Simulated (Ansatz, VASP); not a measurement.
**Ti: VASP beside Ansatz**

```
Ti
1.0
    -1.62582    1.62582    1.62582
     1.62582   -1.62582    1.62582
     1.62582    1.62582   -1.62582
Ti
1
Direct
  0.00000 0.00000 0.00000
```

Alike in both runs: task electric field gradients; functional r2SCAN; k mesh 18 × 18 × 18; occupations fermi-dirac, width 0.05 eV; no spin polarisation.

|  | VASP | Ansatz |
| --- | --- | --- |
| version | VASP 6.6.1 | Ansatz 0.2.0 |
| potentials or method | VASP PAW PBE potentials, release 64 (Ti_sv) | PAW with Ansatz's default frozen-core files, scalar-relativistic |
| plane-wave cutoff (eV) | 520 | 500 |
| valence electrons in the cell | 12 | 12 |

```tsv
	VASP	Ansatz	Ansatz less VASP
pressure (GPa)	0.5	0.1	-0.43
```

VASP's potentials were made for PBE, not for r2SCAN. The functional is the same, so the differences come from potentials, cutoffs and numerics.
